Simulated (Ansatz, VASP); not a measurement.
# One calculation of SiNi2, two programs

File POSCAR:

```
SiNi2
1.0
    3.8115023208      0.0000000000      0.0000000000
   -1.9057511604      3.3008578364      0.0000000000
    0.0000000000      0.0000000000      4.7790068355
Si Ni
2 4
Direct
    0.3333333333      0.6666666667      0.7500000000
    0.6666666667      0.3333333333      0.2500000000
    0.0000000000      0.0000000000      0.0000000000
    0.0000000000      0.0000000000      0.5000000000
    0.3333333333      0.6666666667      0.2500000000
    0.6666666667      0.3333333333      0.7500000000
```

INCAR.step1

```
SYSTEM = SiNi2
PREC = Accurate ; ENCUT = 520
ISMEAR = 0 ; SIGMA = 0.15
LREAL = .False. ; LASPH = .True.
NELM = 100 ; NBANDS = 33
GGA = PE ; ALGO = Normal
EDIFF = 1E-4 ; LWAVE = .True.
LCHARG = .False.
```

The input INCAR.step2:

```
SYSTEM = SiNi2
PREC = Accurate ; ENCUT = 520
EDIFF = 1E-7 ; ISMEAR = 0
SIGMA = 0.15 ; LREAL = .False.
LASPH = .True. ; NELM = 100
ALGO = Normal ; ISIF = 2
LWAVE = .False. ; LCHARG = .True.
METAGGA = R2SCAN ; LMIXTAU = .True.
LELF = .True. ; LVHAR = .True.
NBANDS = 33 ; ISTART = 1
```

Contents of KPOINTS:

```
Automatic mesh
0
Gamma
  12 12 10
  0 0 0
```

Input for Ansatz:

```yaml
crystal:
  lattice:
    - [3.8115023208, 0.0, 0.0]
    - [-1.9057511604, 3.3008578364, 0.0]
    - [0.0, 0.0, 4.7790068355]
  atoms:
    - { symbol: Si, position: [0.3333333333, 0.6666666667, 0.75] }
    - { symbol: Si, position: [0.6666666667, 0.3333333333, 0.25] }
    - { symbol: Ni, position: [0.0, 0.0, 0.0] }
    - { symbol: Ni, position: [0.0, 0.0, 0.5] }
    - { symbol: Ni, position: [0.3333333333, 0.6666666667, 0.25] }
    - { symbol: Ni, position: [0.6666666667, 0.3333333333, 0.75] }
basis:
  ecutwfc: 500
kpoints:
  mp_grid: { grid: [12, 12, 10] }
hamiltonian:
  xc: r2scan
scf:
  occupations: { method: gaussian, width: 0.15 }
output:
  forces: true
  stress: true
  eigenvalues: true
```

Change from the starting cell: strain -0.015 along x and y, -0.030 along z, atoms carried along.

Alike in both runs: task single point; functional r2SCAN; k mesh 12 × 12 × 10; occupations gaussian, width 0.15 eV; no spin polarisation.

|  | VASP | Ansatz |
| --- | --- | --- |
| version | VASP 6.6.1 | Ansatz 0.2.0 |
| potentials or method | VASP PAW PBE potentials, release 64 (Si, Ni), cutoff 520 eV | scalar-relativistic, plane waves, PAW |
| valence electrons in the cell | 48 | 80 |

|  | VASP | Ansatz | Ansatz less VASP |
| --- | --- | --- | --- |
| gap on the k mesh at the Fermi level (eV) | none | none | - |
| pressure (GPa) | 15.9 | 15.6 | -0.31 |
| traceless stress, the component that is largest in VASP (GPa) | 1.89 | 1.97 | +0.084 |

VASP's potentials were made for PBE, not for r2SCAN. A gap of «none» marks a metal or a gap that the smearing closes. VASP's potentials hold 48 valence electrons a cell and Ansatz's 80, so a difference there can come from the potentials and not from the codes.
